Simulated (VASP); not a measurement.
Here is a VASP 6.6.1 calculation.

POSCAR

```
K2ICl
1.0
    2.3574210133      1.3610576566      7.7636043720
   -2.3574210133      1.3610576566      7.7636043720
    0.0000000000     -2.7221153133      7.7636043720
Cl I K
1 1 2
Direct
    1.0000000000      0.0000000000      0.0000000000
    0.5000000000      0.5000000000      0.5000000000
    0.2599441828      0.2599441828      0.2599441828
    0.7400558172      0.7400558172      0.7400558172
```

Contents of INCAR.step1:

```
PREC = Accurate ; ENCUT = 520
ISMEAR = 0 ; SIGMA = 0.01
LREAL = F ; LASPH = T
NELM = 60 ; NBANDS = 24
GGA = PE ; ALGO = Normal
EDIFF = 1E-4 ; LWAVE = T
LCHARG = F
```

File INCAR.step2:

```
PREC = Accurate ; ENCUT = 520
EDIFF = 1E-6 ; ISMEAR = 0
SIGMA = 0.01 ; LREAL = F
LASPH = T ; NELM = 60
ALGO = Normal ; ISIF = 2
LWAVE = F ; LCHARG = T
METAGGA = R2SCAN ; LMIXTAU = T
LELF = T ; LVHAR = T
NBANDS = 24 ; ISTART = 1
```

File KPOINTS:

```
regular mesh
0
Gamma
  6 6 6
```

Potentials or basis: VASP PAW PBE potentials, release 64 (Cl, I, K_sv).

Run with:

```bash
$ cat potpaw_PBE.64/Cl/POTCAR potpaw_PBE.64/I/POTCAR potpaw_PBE.64/K_sv/POTCAR > POTCAR
$ cp INCAR.step1 INCAR
$ mpirun -np 1 vasp_std > vasp.out
$ cp INCAR.step2 INCAR
$ mpirun -np 1 vasp_std > vasp.out
```

What does it give for the band gap on the k mesh?

4.38 eV.

What does it give for the pressure?

0.0 GPa.

Estimate the largest force.

0.003 eV/Å.

Forces on the atoms (eV/Å):
```
Cl   0.000  0.000  0.000
I    0.000  0.000  0.000
K    0.000  0.000 -0.003
K    0.000  0.000  0.003
```

Caveat: the PAW data sets were made with another functional, which shifts forces and pressure a little; spin-orbit coupling is left out, which moves the levels of the heavy elements. A k mesh can miss the band edges.
